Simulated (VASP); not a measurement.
Set up this calculation in VASP 6.6.1, as the native input.

- Task: single point
- Functional: LDA
- Potentials or basis: VASP PAW LDA potentials, release 64 (Hf_pv)
- Cutoff: 520 eV
- k mesh: 8 × 8 × 5
- Occupations: methfessel-paxton, width 0.1 eV
- Spin: no spin polarisation
- Dipole correction: no
- Further INCAR settings: ALGO = Normal; EDIFF = 1e-07; NBANDS = 17

The structure of Hf lies in POSCAR:

```
Hf
1.0
    3.2387666662      0.0000000000      0.0000000000
   -1.6193833331      2.8048537962      0.0000000000
    0.0000000000      0.0000000000      5.1243576326
Hf
2
Direct
    0.3333333333      0.6666666667      0.2500000000
    0.6666666667      0.3333333333      0.7500000000
```

These files were run (other wordings do the same):

INCAR

```
SYSTEM = Hf
ALGO = Normal
EDIFF = 1E-7
ENCUT = 520
GGA = CA
ISIF = 2
ISMEAR = 1
LASPH = .TRUE.
LCHARG = .TRUE.
LELF = .TRUE.
LREAL = .FALSE.
LVHAR = .TRUE.
LWAVE = .FALSE.
NBANDS = 17
NELM = 100
PREC = Accurate
SIGMA = 0.1
```

KPOINTS

```
k-points
0
G
  8 8 5
  0 0 0
```

Potentials or basis: VASP PAW LDA potentials, release 64 (Hf_pv).

Launch:

```bash
$ cat potpaw_LDA.64/Hf_pv/POTCAR > POTCAR
$ mpirun -np 1 vasp_std > vasp.out
```

Results of the run:

| Property | Result |
| --- | --- |
| Pressure | -10.9 GPa |
| Band gap on the k mesh | zero (band 10 reaches 5.61 eV, above the bottom of band 11 at 4.27 eV) |

Caveat: spin-orbit coupling is left out, which moves the levels of the heavy elements.

Wall time 6.9 s on 1 thread of Intel(R) Xeon(R) 6975P-C (Granite Rapids), with other jobs on the host, peak memory 0.15 GiB.
